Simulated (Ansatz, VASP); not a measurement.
# Hg in VASP and in Ansatz

```xyz
1
Lattice="1.7300 0.9988 2.2340 -1.7300 0.9988 2.2340 0.0000 -1.9976 2.2340" Properties=species:S:1:pos:R:3 pbc="T T T"
Hg    0.0000    0.0000    0.0000
```

Alike in both runs: task electric field gradients; functional LDA; k mesh 12 × 12 × 12; occupations fermi-dirac, width 0.03 eV; no spin polarisation.

```csv
,VASP,Ansatz
version,VASP 6.6.1,Ansatz 0.2.0
potentials or method,"VASP PAW LDA potentials, release 64 (Hg)","PAW with Ansatz's default frozen-core files, scalar-relativistic"
plane-wave cutoff (eV),520,420
valence electrons in the cell,12,20
```

```csv
,VASP,Ansatz,Ansatz less VASP
pressure (GPa),-1.1,-1.6,-0.54
"traceless stress, the component that is largest in VASP (GPa)",-0.57,-0.91,-0.338
size of Vzz on the site where it differs most (V/Å²),149.1,119.0,-30.13
```

LDA's correlation is that of Perdew and Zunger in VASP and of Perdew and Wang (1992) in Ansatz. VASP's potentials hold 12 valence electrons a cell and Ansatz's 20, so a difference there can come from the potentials and not from the codes.

Spin-orbit coupling is off throughout.
